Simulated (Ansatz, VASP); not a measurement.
## One calculation of P, two programs

The input INCAR:

```
ALGO = Normal
EDIFF = 1E-6
ENCUT = 520
GGA = PS
ISIF = 2
ISMEAR = 0
LASPH = T
LCHARG = F
LREAL = F
LWAVE = F
NBANDS = 12
NELM = 100
PREC = Accurate
SIGMA = 0.15
```

The input KPOINTS:

```
k-points
0
Gamma
  18 18 18
```

File POSCAR:

```
P
1.0
    1.6978860328      0.9802749581      3.2331520973
   -1.6978860328      0.9802749581      3.2331520973
    0.0000000000     -1.9605499161      3.2331520973
P
2
Direct
    0.2270802500      0.2270802500      0.2270802500
    0.7729197500      0.7729197500      0.7729197500
```

Input for Ansatz:

```yaml
crystal:
  lattice:
    - [1.6978860328, 0.9802749581, 3.2331520973]
    - [-1.6978860328, 0.9802749581, 3.2331520973]
    - [0.0, -1.9605499161, 3.2331520973]
  atoms:
    - { symbol: P, position: [0.22708025, 0.22708025, 0.22708025] }
    - { symbol: P, position: [0.77291975, 0.77291975, 0.77291975] }
basis:
  ecutwfc: 650.0
kpoints:
  mp_grid: { grid: [18, 18, 18] }
hamiltonian:
  xc: pbesol
scf:
  occupations: { method: gaussian, width: 0.15 }
output:
  forces: true
  stress: true
  eigenvalues: true
```

Alike in both runs: task single point; functional PBEsol; k mesh 18 × 18 × 18; occupations gaussian, width 0.15 eV; no spin polarisation.

|  | VASP | Ansatz |
| --- | --- | --- |
| version | VASP 6.6.1 | Ansatz 0.2.0 |
| potentials or method | VASP PAW PBE potentials, release 64 (P), cutoff 520 eV | scalar-relativistic, plane waves, PAW |
| valence electrons in the cell | 10 | 10 |

Ansatz gave:

| Quantity | Value |
| --- | --- |
| gap on the k mesh at the Fermi level (eV) | none |
| pressure (GPa) | -0.7 |
| traceless stress, the component that is largest in VASP (GPa) | -2.53 |
| rms of the force components (eV/Å) | 0.126 |

Problem. Which values does VASP return?

Solution. gap on the k mesh at the Fermi level (eV): none; pressure (GPa): -0.6; traceless stress, the component that is largest in VASP (GPa): -2.43; rms of the force components (eV/Å): 0.103.

VASP's potentials were made for PBE, not for PBEsol. Atom by atom the forces differ by 0.022 eV/Å (rms over components). A gap of «none» marks a metal or a gap that the smearing closes.
